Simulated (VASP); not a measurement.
# SnSe in VASP: further runs, part 2 of 2

VASP 6.6.1. Earlier steps stand in the parts before.

## (3) Electric field gradients, PBE (equal xy, yz and zx shear strains of -2 %)

File INCAR:

```
SYSTEM = SnSe
  ALGO = Normal
  EDIFF = 1E-8
  ENCUT = 400
  GGA = PE
  GGA_COMPAT = .FALSE.
  ISIF = 2
  ISMEAR = -1
  LASPH = .TRUE.
  LCHARG = .FALSE.
  LEFG = .TRUE.
  LREAL = .FALSE.
  LWAVE = .FALSE.
  NBANDS = 17
  NELM = 120
  PREC = Accurate
  SIGMA = 0.02
```

File KPOINTS:

```
k-points
0
G
  9 9 9
  0 0 0
```

File POSCAR:

```
SnSe
1.0
   -0.0602000000      2.9799000000      2.9799000000
    2.9799000000     -0.0602000000      2.9799000000
    2.9799000000      2.9799000000     -0.0602000000
Sn Se
1 1
Direct
    0.0000000000      0.0000000000      0.0000000000
    0.5000000000      0.5000000000      0.5000000000
```

Potentials or basis: VASP PAW PBE potentials, release 64 (Sn_d, Se).

Command:

```bash
$ cat potpaw_PBE.64/Sn_d/POTCAR potpaw_PBE.64/Se/POTCAR > POTCAR
$ mpirun -np 1 vasp_std > vasp.out
```

OUTCAR:

```text
SYSTEM = SnSe
   EDIFF = 1E-8
   ENCUT = 400
   GGA = PE
   ISIF = 2
   ISMEAR = -1
   LASPH = .TRUE.
   LREAL = .FALSE.
   NELM = 120
   PREC = Accurate

 ion  position               nearest neighbor table
   1  0.000  0.000  0.000-   2 3.01   2 3.01   2 3.01   2 3.01   2 3.01   2 3.01
   2  0.500  0.500  0.500-   1 3.01   1 3.01   1 3.01   1 3.01   1 3.01   1 3.01

  LATTYP: Found a trigonal (rhomboedric) cell.
 ALAT       =     4.2146449506
 COS(alpha) =     0.4797000918

  Lattice vectors:

 A1 = (  -0.0602000000,   2.9799000000,   2.9799000000)
 A2 = (   2.9799000000,  -0.0602000000,   2.9799000000)
 A3 = (   2.9799000000,   2.9799000000,  -0.0602000000)

Analysis of symmetry for initial positions (statically):
=====================================================================
 Subroutine PRICEL returns:
 Original cell was already a primitive cell.

 Routine SETGRP: Setting up the symmetry group for a
 trigonal (rhombohedral) supercell.

 Subroutine GETGRP returns: Found 12 space group operations
 (whereof 12 operations were pure point group operations)
 out of a pool of 12 trial point group operations.

The static configuration has the point symmetry D_3d.

Analysis of symmetry for dynamics (positions and initial velocities):
=====================================================================
 Subroutine PRICEL returns:
 Original cell was already a primitive cell.

 Routine SETGRP: Setting up the symmetry group for a
 trigonal (rhombohedral) supercell.

 Subroutine GETGRP returns: Found 12 space group operations
 (whereof 12 operations were pure point group operations)
 out of a pool of 12 trial point group operations.

The dynamic configuration has the point symmetry D_3d.

 Subroutine INISYM returns: Found 12 space group operations
 (whereof 12 operations are pure point group operations),
 and found     1 'primitive' translations

----------------------------------------------------------------------------------------

                                     Primitive cell

  volume of cell :      54.5253

  direct lattice vectors                    reciprocal lattice vectors
    -0.060200000  2.979900000  2.979900000    -0.162790026  0.166146522  0.166146522
     2.979900000 -0.060200000  2.979900000     0.166146522 -0.162790026  0.166146522
     2.979900000  2.979900000 -0.060200000     0.166146522  0.166146522 -0.162790026

  length of vectors
     4.214644951  4.214644951  4.214644951     0.285849482  0.285849482  0.285849482

  position of ions in fractional coordinates (direct lattice)
     0.000000000  0.000000000  0.000000000
     0.500000000  0.500000000  0.500000000

  ion indices of the primitive-cell ions
   primitive index   ion index
                 1           1
                 2           2

----------------------------------------------------------------------------------------

 KPOINTS: k-points

Automatic generation of k-mesh.
 Grid dimensions read from file:
 generate k-points for:    9    9    9
[... 65 lines left out ...]
   LREAL  =      F    real-space projection
   EDIFFG = 0.1E-06   stopping-criterion for IOM
   NSW    =      0    number of steps for IOM
   IBRION =     -1    ionic relax: 0-MD 1-quasi-New 2-CG
   NFREE  =      0    steps in history (QN), initial steepest desc. (CG)
   ISIF   =      2    stress and relaxation
   ISYM   =      2    0-nonsym 1-usesym 2-fastsym
   POTIM  = 0.5000    time-step for ionic-motion
   TEBEG  =    0.0;   TEEND  =   0.0 temperature during run
   PSTRESS=    0.0 pullay stress
   NELECT =      20.0000    total number of electrons
   NUPDOWN=      -1.0000    fix difference up-down
   EMIN   =  10.00;   EMAX   =-10.00  energy-range for DOS
   EFERMI =   0.00;   METHOD = LEGACY
   ISMEAR =    -1;   SIGMA  =   0.02  broadening in eV -4-tet -1-fermi 0-gaus
   EFERMI_NEDOS =   21; number of points for ismear=-14 and -15
   IALGO  =     38    algorithm
   IMIX   =      4    mixing-type and parameters
     AMIX     =   0.40;   BMIX     =  1.00
     AMIX_MAG =   1.60;   BMIX_MAG =  1.00
  volume/ion in A,a.u.               =      27.26       183.98
  Fermi-wavevector in a.u.,A,eV,Ry     =   1.171886  2.214544 18.685112  1.373317
  Thomas-Fermi vector in A             =   2.308323
   LORBIT       =      0    0 simple, 1 ext, 2 COOP (PROOUT), +10 PAW based schemes
   GGA     = PE    functional components
   LHFCALC =     F    Hartree Fock is set to
   AEXX    =    0.0000 exact exchange contribution
   IVDW    =     0    specifies the selected vdW correction
   LEPSILON=     F    determine dielectric tensor
   LRPA    =     F    only Hartree local field effects (RPA)
 non-spin polarized calculation
  energy-cutoff  :      400.00
  volume of cell :       54.53
 maximum number of plane-waves:      1005
   NGX = 13   NGY = 13   NGZ = 13

 number of electron      20.0000006 magnetization

 Free energy of the ion-electron system (eV)
  ---------------------------------------------------
  ext. energy  EPLUGINS =         0.00000000
  ---------------------------------------------------
  free energy    TOTEN  =        -8.21013287 eV

  energy without entropy =       -8.21013264  energy(sigma->0) =       -8.21013275

 E-fermi :   5.7991     XC(G=0):  -9.5994

 val. band max:        5.5762270518   @ k =  -0.3333   0.1111  -0.0000
 cond. band min:       6.0074685154   @ k =   0.4444   0.3333   0.3333
 fundamental gap:      0.4312414635
 Fermi energy:         5.7990668647

 k-point     1 :       0.0000    0.0000    0.0000
  band No.  band energies     occupation
      1     -16.0158      2.00000
      2     -16.0158      2.00000
      3     -16.0156      2.00000
      4     -16.0103      2.00000
      5     -16.0103      2.00000
      6      -8.2710      2.00000
[... 457 lines left out ...]
      4     -15.9983      2.00000
      5     -15.9963      2.00000
      6      -7.1063      2.00000
[... 9 lines left out ...]
     16      17.1987      0.00000
     17      18.0307      0.00000

 [... further k-points ...]
[... 5 lines left out ...]
  --------------------------------------------------------------------------------------
  -------------------------------------------------------------------------------------
  Total        0.3430042      0.3430042      0.3430042      0.1206657      0.1206657      0.1206657
  in kB       10.0788658     10.0788658     10.0788658      3.5456519      3.5456519      3.5456519
  external PRESSURE =      10.0788658 kB  Pullay stress =       0.0000000 kB

 VOLUME and BASIS-vectors are now :
 -----------------------------------------------------------------------------
  energy-cutoff  :      400.00
  volume of cell :       54.53
      direct lattice vectors                 reciprocal lattice vectors
    -0.060200000  2.979900000  2.979900000    -0.162790026  0.166146522  0.166146522
     2.979900000 -0.060200000  2.979900000     0.166146522 -0.162790026  0.166146522
     2.979900000  2.979900000 -0.060200000     0.166146522  0.166146522 -0.162790026

 POSITION                                       TOTAL-FORCE (eV/Angst)
 -----------------------------------------------------------------------------------
      0.00000      0.00000      0.00000         0.000000     -0.000000     -0.000000
      2.94980      2.94980      2.94980         0.000000      0.000000      0.000000
 -----------------------------------------------------------------------------------
    total drift:                               -0.000000      0.000000      0.000000

  FREE ENERGIE OF THE ION-ELECTRON SYSTEM (eV)
  ---------------------------------------------------
  free  energy   TOTEN  =        -8.2101328710 eV

  energy  without entropy=       -8.2101326361  energy(sigma->0) =       -8.21013275

 Electric field gradients (V/A^2)
---------------------------------------------------------------------
 ion       V_xx      V_yy      V_zz      V_xy      V_xz      V_yz
---------------------------------------------------------------------
   1      -0.000     0.000     0.000     0.242     0.242     0.242
   2      -0.000     0.000     0.000    -6.774    -6.774    -6.774
---------------------------------------------------------------------

 Electric field gradients after diagonalization (V/A^2)
 (convention: |V_zz| > |V_xx| > |V_yy|)
----------------------------------------------------------------------
 ion       V_xx      V_yy      V_zz     asymmetry (V_yy - V_xx)/ V_zz
----------------------------------------------------------------------
   1      -0.242    -0.242     0.484       0.000
   2       6.774     6.774   -13.549       0.000
----------------------------------------------------------------------

           NMR quadrupolar parameters

 Cq : quadrupolar parameter    Cq=e*Q*V_zz/h
 eta: asymmetry parameters     (V_yy - V_xx)/ V_zz
 Q  : nuclear electric quadrupole moment in mb (millibarn)
----------------------------------------------------------------------
 ion       Cq(MHz)       eta       Q (mb)
----------------------------------------------------------------------
   1       0.001       0.000       1.000
   2      -0.033       0.000       1.000
----------------------------------------------------------------------
```

OSZICAR:

```text
N       E                     dE             d eps       ncg     rms          rms(c)
DAV:   1     0.120211215455E+03    0.12021E+03   -0.85478E+03  2975   0.122E+03
DAV:   2     0.275793305688E+01   -0.11745E+03   -0.11384E+03  3215   0.311E+02
DAV:   3    -0.811759011641E+01   -0.10876E+02   -0.10787E+02  3401   0.870E+01
DAV:   4    -0.838886563901E+01   -0.27128E+00   -0.27111E+00  3569   0.146E+01
DAV:   5    -0.839643711701E+01   -0.75715E-02   -0.75711E-02  4032   0.235E+00    0.307E+00
DAV:   6    -0.820920579180E+01    0.18723E+00   -0.46221E-01  4176   0.387E+00    0.181E+00
DAV:   7    -0.820800684556E+01    0.11989E-02   -0.82995E-02  3320   0.127E+00    0.913E-01
DAV:   8    -0.821028964923E+01   -0.22828E-02   -0.91528E-03  3596   0.842E-01    0.130E-01
DAV:   9    -0.821004838354E+01    0.24127E-03   -0.14811E-03  4142   0.311E-01    0.536E-02
DAV:  10    -0.821012689385E+01   -0.78510E-04   -0.18199E-04  3312   0.758E-02    0.120E-02
DAV:  11    -0.821013271548E+01   -0.58216E-05   -0.18244E-05  3914   0.379E-02    0.274E-03
DAV:  12    -0.821013299016E+01   -0.27468E-06   -0.13526E-06  3656   0.111E-02    0.153E-03
DAV:  13    -0.821013290864E+01    0.81524E-07   -0.88429E-08  3500   0.243E-03    0.568E-04
DAV:  14    -0.821013284751E+01    0.61123E-07   -0.41078E-08  3282   0.174E-03    0.132E-04
DAV:  15    -0.821013286480E+01   -0.17287E-07   -0.20486E-09  2257   0.431E-04    0.696E-05
DAV:  16    -0.821013287102E+01   -0.62209E-08   -0.21432E-10  1748   0.156E-04
   1 F= -.82101329E+01 E0= -.82101328E+01  d E =-.234958E-06
```

It took 95 s on 1 thread of AMD EPYC 7R43 (Zen 3), shared host; peak memory 0.15 GiB.

Results:

* Free energy: -8.2101 eV
* Pressure: 1.0 GPa
* Band gap on the k mesh: 0.43 eV, indirect (least direct gap 0.60 eV)

Stress tensor (GPa, compression positive):
```
1.01 0.35 0.35
0.35 1.01 0.35
0.35 0.35 1.01
```

Levels at points of the mesh, in eV from the valence-band top:
```csv
k point,band 6,band 7,band 8,band 9,band 10,band 11,band 12,band 13,band 14,band 15
"(0.00, 0.00, 0.00)",-13.85,-5.06,-2.25,-2.25,-2.01,4.29,4.36,4.36,5.75,5.75
```

Electric field gradients, principal values (V/Å²):
```tsv
atom	least	middle	greatest (by size)
1 Sn	-0.242	-0.242	0.484
2 Se	6.774	6.774	-13.549
```

Caveat: the cell differs from its parent crystal (equal xy, yz and zx shear strains of -2 %); without QUAD_EFG the Cq values of the log hold for a quadrupole moment of 1 mb, not for the nuclei; spin-orbit coupling is left out, which moves the levels of the heavy elements. A k mesh can miss the band edges.
